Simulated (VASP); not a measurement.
# WS2 in VASP: further runs

Runs on WS2. Level: r2SCAN. Tasks: single point.

All numbers are computed with VASP 6.6.1; they aren't measurements. Logs are shortened: lines on timing, memory, paths and dates and some standing lists are left out, and cuts for length are marked.

### Step 1. The cell of the first run

The cell holds a slab with vacuum, 3 atoms: a = 3.271 Å, b = 3.271 Å, c = 16.034 Å, α = 90.00°, β = 90.00°, γ = 120.00°.

### Step 2. Single point, r2SCAN

File POSCAR:

```
WS2
1.0
    3.2707504915      0.0000000000      0.0000000000
   -1.6353752457      2.8325530151      0.0000000000
    0.0000000000      0.0000000000     16.0341969200
W S
1 2
Direct
    0.3333333333      0.6666666667      0.0000000000
    0.6666666667      0.3333333333      0.9080224901
    0.6666666667      0.3333333333      0.0919775099
```

File INCAR.step1:

```
SYSTEM = WS2
PREC = Accurate ; ENCUT = 520
ISMEAR = 0 ; SIGMA = 0.05
LREAL = .False. ; LASPH = .True.
NELM = 60 ; NBANDS = 20
GGA = PE ; ALGO = Normal
EDIFF = 1E-4 ; LWAVE = .True.
LCHARG = .False.
```

File INCAR.step2:

```
SYSTEM = WS2
PREC = Accurate ; ENCUT = 520
EDIFF = 1E-6 ; ISMEAR = 0
SIGMA = 0.05 ; LREAL = .False.
LASPH = .True. ; NELM = 60
ALGO = Normal ; ISIF = 2
LWAVE = .False. ; LCHARG = .False.
METAGGA = R2SCAN ; LMIXTAU = .True.
NBANDS = 20 ; ISTART = 1
```

File KPOINTS:

```
regular mesh
0
Gamma
  12 12 2
  0 0 0
```

Potentials or basis: VASP PAW PBE potentials, release 64 (W_sv, S).

Launch:

```bash
> cat potpaw_PBE.64/W_sv/POTCAR potpaw_PBE.64/S/POTCAR > POTCAR
> cp INCAR.step1 INCAR
> mpirun -np 1 vasp_std > vasp.out
> cp INCAR.step2 INCAR
> mpirun -np 1 vasp_std > vasp.out
```

OUTCAR:

```text
SYSTEM = WS2
   PREC = Accurate
   ENCUT = 520
   EDIFF = 1E-6
   ISMEAR = 0
   LREAL = .False.
   LASPH = .True.
   NELM = 60
   ISIF = 2
   METAGGA = R2SCAN
   ISTART = 1

 ion  position               nearest neighbor table
   1  0.333  0.667  0.000-   2 2.40   3 2.40   2 2.40   3 2.40   2 2.40   3 2.40
   2  0.667  0.333  0.908-   1 2.40   1 2.40   1 2.40
   3  0.667  0.333  0.092-   1 2.40   1 2.40   1 2.40

  LATTYP: Found a hexagonal cell.
 ALAT       =     3.2707504915
 C/A-ratio  =     4.9022990172

  Lattice vectors:

 A1 = (   3.2707504915,   0.0000000000,   0.0000000000)
 A2 = (  -1.6353752457,   2.8325530151,   0.0000000000)
 A3 = (   0.0000000000,   0.0000000000,  16.0341969200)

Analysis of symmetry for initial positions (statically):
=====================================================================
 Subroutine PRICEL returns:
 Original cell was already a primitive cell.

 Routine SETGRP: Setting up the symmetry group for a
 hexagonal supercell.

 Subroutine GETGRP returns: Found 12 space group operations
 (whereof 12 operations were pure point group operations)
 out of a pool of 24 trial point group operations.

The static configuration has the point symmetry D_3h.

Analysis of symmetry for dynamics (positions and initial velocities):
=====================================================================
 Subroutine PRICEL returns:
 Original cell was already a primitive cell.

 Routine SETGRP: Setting up the symmetry group for a
 hexagonal supercell.

 Subroutine GETGRP returns: Found 12 space group operations
 (whereof 12 operations were pure point group operations)
 out of a pool of 24 trial point group operations.

The dynamic configuration has the point symmetry D_3h.

 Subroutine INISYM returns: Found 12 space group operations
 (whereof 12 operations are pure point group operations),
 and found     1 'primitive' translations

----------------------------------------------------------------------------------------

                                     Primitive cell

  volume of cell :     148.5500

  direct lattice vectors                    reciprocal lattice vectors
[... 81 lines left out ...]
   ISTART =      1    job   : 0-new  1-cont  2-samecut
   ICHARG =      0    charge: 1-file 2-atom 10-const
   ISPIN  =      1    spin polarized calculation?
   LNONCOLLINEAR =      F non collinear calculations
   LSORBIT =      F    spin-orbit coupling
   LASPH  =      T    aspherical Exc in radial PAW
   ENCUT  =  520.0 eV  38.22 Ry    6.18 a.u.   6.08  6.08 29.81*2*pi/ulx,y,z
   NELM   =     60;   NELMIN=  2; NELMDL=  0     # of ELM steps
   EDIFF  = 0.1E-05   stopping-criterion for ELM
   LREAL  =      F    real-space projection
   EDIFFG = 0.1E-04   stopping-criterion for IOM
   NSW    =      0    number of steps for IOM
   IBRION =     -1    ionic relax: 0-MD 1-quasi-New 2-CG
   NFREE  =      0    steps in history (QN), initial steepest desc. (CG)
   ISIF   =      2    stress and relaxation
   ISYM   =      2    0-nonsym 1-usesym 2-fastsym
   POTIM  = 0.5000    time-step for ionic-motion
   TEBEG  =    0.0;   TEEND  =   0.0 temperature during run
   PSTRESS=    0.0 pullay stress
   NELECT =      26.0000    total number of electrons
   NUPDOWN=      -1.0000    fix difference up-down
   EMIN   =  10.00;   EMAX   =-10.00  energy-range for DOS
   EFERMI =   0.00;   METHOD = LEGACY
   ISMEAR =     0;   SIGMA  =   0.05  broadening in eV -4-tet -1-fermi 0-gaus
   EFERMI_NEDOS =   21; number of points for ismear=-14 and -15
   IALGO  =     38    algorithm
   IMIX   =      4    mixing-type and parameters
     AMIX     =   0.40;   BMIX     =  1.00
     AMIX_MAG =   1.60;   BMIX_MAG =  1.00
  volume/ion in A,a.u.               =      49.52       334.15
  Fermi-wavevector in a.u.,A,eV,Ry     =   0.915746  1.730509 11.409721  0.838591
  Thomas-Fermi vector in A             =   2.040523
   LORBIT       =      0    0 simple, 1 ext, 2 COOP (PROOUT), +10 PAW based schemes
   METAGGA = R2SCAN    functional components
   LHFCALC =     F    Hartree Fock is set to
   AEXX    =    0.0000 exact exchange contribution
   IVDW    =     0    specifies the selected vdW correction
   LEPSILON=     F    determine dielectric tensor
   LRPA    =     F    only Hartree local field effects (RPA)
 non-spin polarized calculation
 Gauss-broadening in eV      SIGMA  =   0.05
  energy-cutoff  :      520.00
  volume of cell :      148.55
 maximum number of plane-waves:      4056
   NGX = 13   NGY = 13   NGZ = 59

 number of electron      25.9999997 magnetization

 Free energy of the ion-electron system (eV)
  ---------------------------------------------------
  ext. energy  EPLUGINS =         0.00000000
  ---------------------------------------------------
  free energy    TOTEN  =       -69.89839026 eV

  energy without entropy =      -69.89839026  energy(sigma->0) =      -69.89839026

 E-fermi :  -0.6890     XC(G=0):  -4.6454

 val. band max:       -0.9491969328   @ k =   0.0000   0.0000   0.5000
 cond. band min:      -0.1628589029   @ k =   0.3333   0.3333   0.5000
 fundamental gap:      0.7863380299
 Fermi energy:        -0.6889601295

 k-point     1 :       0.0000    0.0000    0.0000
  band No.  band energies     occupation
      1     -77.4997      2.00000
      2     -41.0430      2.00000
      3     -41.0015      2.00000
      4     -41.0015      2.00000
      5     -16.9789      2.00000
      6     -14.9404      2.00000
[... 541 lines left out ...]
     19       6.4127      0.00000
     20       6.5796      0.00000

 [... further k-points ...]

------------------------ aborting loop because EDIFF is reached ----------------------------------------

  FORCE on cell =-STRESS in cart. coord.  units (eV):
  Direction    XX          YY          ZZ          XY          YZ          ZX
  --------------------------------------------------------------------------------------
  -------------------------------------------------------------------------------------
  Total       -1.4836964     -1.4836964      3.6124032     -0.0000000      0.0000000      0.0000000
  in kB      -16.0023203    -16.0023203     38.9613618     -0.0000000      0.0000000      0.0000000
  external PRESSURE =       2.3189071 kB  Pullay stress =       0.0000000 kB

 VOLUME and BASIS-vectors are now :
 -----------------------------------------------------------------------------
  energy-cutoff  :      520.00
  volume of cell :      148.55
      direct lattice vectors                 reciprocal lattice vectors
     3.270750491  0.000000000  0.000000000     0.305740228  0.176519203  0.000000000
    -1.635375246  2.832553015  0.000000000     0.000000000  0.353038406  0.000000000
     0.000000000  0.000000000 16.034196920     0.000000000  0.000000000  0.062366703

 POSITION                                       TOTAL-FORCE (eV/Angst)
 -----------------------------------------------------------------------------------
     -0.00000      1.88837      0.00000         0.000000     -0.000000      0.000000
      1.63538      0.94418     14.55941        -0.000000      0.000000     -1.232695
      1.63538      0.94418      1.47479        -0.000000      0.000000      1.232695
 -----------------------------------------------------------------------------------
    total drift:                               -0.000001      0.000001     -0.000000

  FREE ENERGIE OF THE ION-ELECTRON SYSTEM (eV)
  ---------------------------------------------------
  free  energy   TOTEN  =       -69.8983902645 eV

  energy  without entropy=      -69.8983902645  energy(sigma->0) =      -69.89839026
```

Wall time 4.9 min (1 thread of Intel Xeon Platinum 8259CL at 2.50GHz (Skylake/Cascade Lake), shared host); peak memory 0.34 GiB.

Results:

| Property | Result |
| --- | --- |
| Free energy | -69.8984 eV |
| Largest force | 1.233 eV/Å |
| Band gap on the k mesh | 0.79 eV (least direct gap 1.46 eV) |

Forces on the atoms (eV/Å):
```
W    0.000  0.000  0.000
S    0.000  0.000 -1.233
S    0.000  0.000  1.233
```

Levels at points of the mesh, in eV from the valence-band top:
```tsv
k point	band 9	band 10	band 11	band 12	band 13	band 14	band 15	band 16	band 17	band 18
(0.00, 0.00, 0.00)	-4.13	-2.76	-2.76	-2.23	0.00	2.36	2.36	2.80	2.80	4.70
(0.50, 0.00, 0.00)	-5.16	-4.45	-2.41	-2.35	-1.41	2.04	2.48	3.94	4.61	5.06
(0.00, 0.00, 0.50)	-4.13	-2.76	-2.76	-2.23	0.00	2.36	2.36	2.80	2.80	4.71
(0.50, 0.00, 0.50)	-5.16	-4.45	-2.41	-2.35	-1.41	2.04	2.48	3.94	4.61	5.06
```

Caveat: there is no dipole correction, which matters where the two faces differ; the PAW data sets were made with another functional, which shifts forces and pressure a little; spin-orbit coupling is left out, which moves the levels of the heavy elements.

[end of part 1 of 2]
